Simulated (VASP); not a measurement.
The system is Cd3N2.

```
Cd N
1.0
    -2.22930    2.22930    5.39294
     2.22930   -2.22930    5.39294
     2.22930    2.22930   -5.39294
Cd N
3 2
Cartesian
  0.0000 0.0000 1.8360
  0.0000 0.0000 8.9499
  0.0000 0.0000 5.3929
  0.0000 2.2293 2.6965
  2.2293 0.0000 2.6965
```

The cell was generated, and may not be a known phase.

```yaml
Program: VASP 6.6.1
Task: relaxation of cell and atoms
Functional: PBE
Potentials_or_basis: VASP PAW PBE potentials, release 64 (Cd_sv_GW, N)
Cutoff: 700 eV
k_mesh: 4 × 4 × 4
Occupations: gaussian, width 0.15 eV
Spin: no spin polarisation
```

At the start: pressure -8.7 GPa; volume 21.44 Å³/atom.

Task: Where does the relaxation end?

Result: Over 7 steps the energy falls by 136.6 meV/atom and the volume is 17.90 Å³/atom (-16.5 %); space group I4/mmm (No. 139, to 0.1 Å) before and after.

Step by step:
```tsv
step	energy change (eV)	largest force (eV/Å)	pressure (GPa)	volume (Å³)
1	0.0000	1.2604	-8.71	107.21
2	-0.5786	0.1121	1.54	90.10
3	-0.5867	0.2573	0.06	91.60
4	-0.6216	0.1897	0.03	91.18
5	-0.6729	0.0485	0.11	90.11
6	-0.6181	0.4192	0.82	87.54
7	-0.6832	0.0163	0.12	89.52
```

Final structure:
```
Cd N
1.0
    -2.15533    2.15533    4.81768
     2.15533   -2.15533    4.81768
     2.15533    2.15533   -4.81768
Cd N
3 2
Cartesian
  0.0000 0.0000 1.7456
  0.0000 0.0000 7.8897
  0.0000 0.0000 4.8177
  0.0000 2.1553 2.4088
  2.1553 0.0000 2.4088
```

Caveat: the k points lie up to 0.40 Å⁻¹ apart in the final cell, too coarse for converged energies and pressures of a metal; the volume moved by over 15 % at a fixed basis, so the end points are rough.
